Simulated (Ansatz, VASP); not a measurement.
**Ba4Ru: VASP beside Ansatz**

File INCAR:

```
SYSTEM = Ba4Ru
PREC = Accurate
ENCUT = 600
EDIFF = 1E-6
ISMEAR = 0
SIGMA = 0.1
LREAL = .FALSE.
LASPH = .TRUE.
NELM = 100
ALGO = Normal
ISIF = 3
LWAVE = .FALSE.
LCHARG = .FALSE.
GGA = PE
IBRION = 2
NSW = 100
EDIFFG = -0.01
```

Contents of KPOINTS:

```
regular mesh
0
G
  6 6 6
  0 0 0
```

Contents of POSCAR:

```
Ba4Ru
1.0
    6.4181442933      0.0000000000      0.0000000000
    0.0000000000      6.4181442933      0.0000000000
    0.0000000000      0.0000000000      6.4181442933
Ba Ru
4 1
Direct
    0.2446162307      0.2446162307      0.2446162307
    0.7553837693      0.7553837693      0.2446162307
    0.2446162307      0.7553837693      0.7553837693
    0.7553837693      0.2446162307      0.7553837693
    0.0000000000      0.0000000000      0.0000000000
```

Input for Ansatz:

```yaml
crystal:
  lattice:
    - [6.4181442933, 0.0, 0.0]
    - [0.0, 6.4181442933, 0.0]
    - [0.0, 0.0, 6.4181442933]
  atoms:
    - { symbol: Ba, position: [0.2446162307, 0.2446162307, 0.2446162307] }
    - { symbol: Ba, position: [0.7553837693, 0.7553837693, 0.2446162307] }
    - { symbol: Ba, position: [0.2446162307, 0.7553837693, 0.7553837693] }
    - { symbol: Ba, position: [0.7553837693, 0.2446162307, 0.7553837693] }
    - { symbol: Ru, position: [0.0, 0.0, 0.0] }
basis:
  ecutwfc: 420
kpoints:
  mp_grid: { grid: [6, 6, 6] }
hamiltonian:
  xc: pbe
scf:
  occupations: { method: gaussian, width: 0.1 }
output:
  forces: true
  stress: true
  eigenvalues: true
  write_density: true
  write_potential: true
  elf: true
  volumetric_format: npy
relax:
  adjacent_minimum: "off"
  f_tol: 0.01
  max_steps: 80
  cell: { stress_tol: 0.05 }
```

Change from the starting cell: species swapped into the SnI4 type (P-43m, No. 215).

Alike in both runs: task relaxation of cell and atoms; functional PBE; k mesh 6 × 6 × 6; occupations gaussian, width 0.1 eV; no spin polarisation.

```csv
,VASP,Ansatz
version,VASP 6.6.1,Ansatz 0.2.0
potentials or method,"VASP PAW PBE potentials, release 64 (Ba_sv, Ru_pv), cutoff 600 eV","scalar-relativistic, plane waves, PAW"
valence electrons in the cell,54,56
```

```csv
,VASP,Ansatz,Ansatz less VASP
"gap on the k mesh at the Fermi level, each at its own relaxed structure (eV)",none,none,-
relaxed volume (Å³/atom),54.34,53.52,-0.812
relaxed cell length with the largest relative difference (Å),6.477,6.444,-0.0324
```

A gap of «none» marks a metal or a gap that the smearing closes. VASP's potentials hold 54 valence electrons a cell and Ansatz's 56, so a difference there can come from the potentials and not from the codes.

Spin-orbit coupling is off throughout.
